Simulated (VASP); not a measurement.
Set up this calculation in VASP 6.6.1, as the native input.

```
Task                   : single point
Functional             : PBE
Dispersion             : D3(BJ)
Potentials or basis    : VASP PAW PBE potentials, release 64 (O, H, C, N)
Cutoff                 : 520 eV
k mesh                 : 1 × 1 × 1
Occupations            : fermi-dirac, width 0.02 eV
Spin                   : no spin polarisation
Dipole correction      : no
Further INCAR settings : LREAL = Auto; ALGO = Normal; EDIFF = 1e-06; NBANDS = 39
```

The structure of H11C2NO4 lies in POSCAR:

```
H11C2NO4
1.0
    5.9154820000      0.0000000000      0.0000000000
    0.0000000000      5.9154820000      0.0000000000
    0.0000000000      0.0000000000      5.9154820000
O H C N
4 11 2 1
Direct
    0.4922337689      0.3876776229      0.8170086563
    0.0021638135      0.8177524672      0.9465669915
    0.7285458734      0.3765204594      0.4169567247
    0.1082921054      0.2539099941      0.1066354356
    0.3437758749      0.3515858894      0.8801480589
    0.5310809838      0.5413590980      0.7954888545
    0.1146314028      0.7286473021      0.8698192303
   -0.1296766688      0.8412839393      0.8372944081
    0.8748906682      0.3218334533      0.4600977570
    0.6515952546      0.3330413312      0.5548153134
   -0.0233117098      0.3469877856      0.0694448905
    0.0554139122      0.1040320975      0.0596739201
    0.5175909588      0.6763607767      0.1988510826
    0.2909822057      0.8696839919      0.2988260297
    0.5518907842      0.9765729995      0.1738488935
    0.4746865936      0.8428898947      0.2789459929
    0.5622027081      0.8513422913      0.5052504597
    0.6400492809      0.8422644173      0.6819900728
```

One way to write it, as run:

INCAR

```
PREC = Accurate ; ENCUT = 520
EDIFF = 1E-6 ; ISMEAR = -1
SIGMA = 0.02 ; LREAL = Auto
LASPH = T ; NELM = 80
ALGO = Normal ; ISIF = 2
LWAVE = F ; LCHARG = F
GGA = PE ; IVDW = 12
NBANDS = 39
```

KPOINTS

```
Automatic mesh
0
Gamma
  1 1 1
```

Potentials or basis: VASP PAW PBE potentials, release 64 (O, H, C, N).

The run is started by

```console
$ cat potpaw_PBE.64/O/POTCAR potpaw_PBE.64/H/POTCAR potpaw_PBE.64/C/POTCAR potpaw_PBE.64/N/POTCAR > POTCAR
$ mpirun -np 1 vasp_gam > vasp.out
```

Results of the run:

The pressure is 1.2 GPa, the largest force is 2.571 eV/Å and the band gap on the k mesh is 4.62 eV. The dispersion energy per atom is -0.037 eV.

Caveat: the k points lie up to 1.06 Å⁻¹ apart.

It used 32 s of CPU time on 1 thread of AMD EPYC 7R13 Processor (Zen 3) (shared host).
